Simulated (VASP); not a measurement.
A run of VASP 6.6.1:

INCAR

```
SYSTEM = Ge
PREC     = Accurate       ! precision mode
ENCUT    = 520            ! plane-wave cutoff, eV
EDIFF    = 1E-7           ! SCF threshold, eV
ISMEAR   = 0              ! smearing method
SIGMA    = 0.1            ! smearing width, eV
LREAL    = .False.        ! projectors in reciprocal space
LASPH    = .True.         ! aspherical terms in the spheres
NELM     = 100            ! most SCF steps
ALGO     = Normal         ! electronic algorithm
ISIF     = 2              ! what is computed and relaxed
LWAVE    = .False.        ! write WAVECAR
LCHARG   = .True.         ! write CHGCAR
GGA      = PS             ! functional
LELF     = .True.         ! ELF
LVHAR    = .True.       
NBANDS   = 36             ! bands
```

File KPOINTS:

```
regular mesh
0
Gamma
  18 18 8
  0 0 0
```

File POSCAR:

```
Ge
1.0
    3.8171043100      0.0000000000      0.0000000000
   -1.9085521550      3.3057093014      0.0000000000
    0.0000000000      0.0000000000      6.2995287034
Ge
4
Direct
    0.6666666667      0.3333333333      0.0631828619
    0.3333333333      0.6666666667      0.5631828619
    0.6666666667      0.3333333333      0.4368171381
    0.3333333333      0.6666666667      0.9368171381
```

Potentials or basis: VASP PAW PBE potentials, release 64 (Ge_d).

Command:

```bash
$ cat potpaw_PBE.64/Ge_d/POTCAR > POTCAR
$ mpirun -np 1 vasp_std > vasp.out
```

Hardware: 1 thread of AMD EPYC 7R13 (shared host).

Question: How long does it take, and how much memory?

Answer: Run time: 15 min on 1 thread of AMD EPYC 7R13 (shared host), peak memory 0.43 GiB. Counts: scf iterations 13, k points 185.
